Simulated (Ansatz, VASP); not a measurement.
**Zr: VASP beside Ansatz**

```
Zr
1.0
     3.23200    0.00000    0.00000
    -1.61600    2.79899    0.00000
     0.00000    0.00000    5.09553
Zr
2
Direct
  0.33333 0.66667 0.25000
  0.66667 0.33333 0.75000
```

Change from the starting cell: zz strain of -1 %, crystal datasets.

Alike in both runs: task electric field gradients; functional PBE; k mesh 13 × 13 × 7; occupations fermi-dirac, width 0.08 eV; no spin polarisation.

|  | VASP | Ansatz |
| --- | --- | --- |
| version | VASP 6.6.1 | Ansatz 0.2.0 |
| potentials or method | VASP PAW PBE potentials, release 64 (Zr_sv), cutoff 520 eV | all-electron PAW with datasets made for the crystal, scalar-relativistic |

|  | VASP | Ansatz | Ansatz less VASP |
| --- | --- | --- | --- |
| pressure (GPa) | 1.5 | 1.5 | +0.01 |
| traceless stress, the component that is largest in VASP (GPa) | 1.13 | 1.13 | +0.001 |
| size of Vzz on the site where it differs most (V/Å²) | 48.0 | 48.3 | +0.26 |

Ansatz ran all-electron here, and VASP with PAW potentials.
